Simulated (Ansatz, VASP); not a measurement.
# Ru: VASP beside Ansatz

The input INCAR:

```
  ALGO = Normal
  EDIFF = 1E-6
  ENCUT = 520
  ISIF = 2
  ISMEAR = -1
  LASPH = T
  LCHARG = F
  LREAL = F
  LWAVE = F
  NBANDS = 36
  NELM = 100
  PREC = Accurate
  SIGMA = 0.08
```

Contents of KPOINTS:

```
k-points
0
Gamma
  14 9 8
```

File POSCAR:

```
Ru
1.0
   -1.3374664522      2.3165598486      0.0000000000
    0.0000000000      0.0000000000      4.2243485903
    4.0123993565      2.3165598486      0.0000000000
Ru
4
Direct
    0.5000000000      0.2500000000      0.1666666670
    0.0000000000      0.2500000000      0.6666666670
    0.0000000000      0.7500000000      0.3333333330
    0.5000000000      0.7500000000      0.8333333330
```

Input for Ansatz:

```yaml
crystal:
  lattice:
    - [-1.3374664522, 2.3165598486, 0.0]
    - [0.0, 0.0, 4.2243485903]
    - [4.0123993565, 2.3165598486, 0.0]
  atoms:
    - { symbol: Ru, position: [0.5, 0.25, 0.166666667] }
    - { symbol: Ru, position: [0.0, 0.25, 0.666666667] }
    - { symbol: Ru, position: [0.0, 0.75, 0.333333333] }
    - { symbol: Ru, position: [0.5, 0.75, 0.833333333] }
kpoints:
  mp_grid: { grid: [14, 9, 8] }
scf:
  occupations: { method: fermi_dirac, width: 0.08 }
hamiltonian:
  xc: lda
  pseudopotentials: { kind: all_electron, lapw: { basis_error: 0.001 } }
output:
  forces: true
  stress: true
  eigenvalues: true
```

Alike in both runs: task single point; functional LDA; k mesh 14 × 9 × 8; occupations fermi-dirac, width 0.08 eV; no spin polarisation.

|  | VASP | Ansatz |
| --- | --- | --- |
| version | VASP 6.6.1 | Ansatz 0.2.0 |
| potentials or method | VASP PAW LDA potentials, release 64 (Ru_pv), cutoff 520 eV | all-electron LAPW, scalar-relativistic |

```tsv
	VASP	Ansatz	Ansatz less VASP
pressure (GPa)	1.0	0.2	-0.84
traceless stress, the component that is largest in VASP (GPa)	-0.25	-0.31	-0.057
rms of the force components (eV/Å)	0.007	0.007	-0.0004
```

LDA's correlation is that of Perdew and Zunger in VASP and of Perdew and Wang (1992) in Ansatz. Atom by atom the forces differ by 0.000 eV/Å (rms over components). Ansatz ran all-electron here, and VASP with PAW potentials.
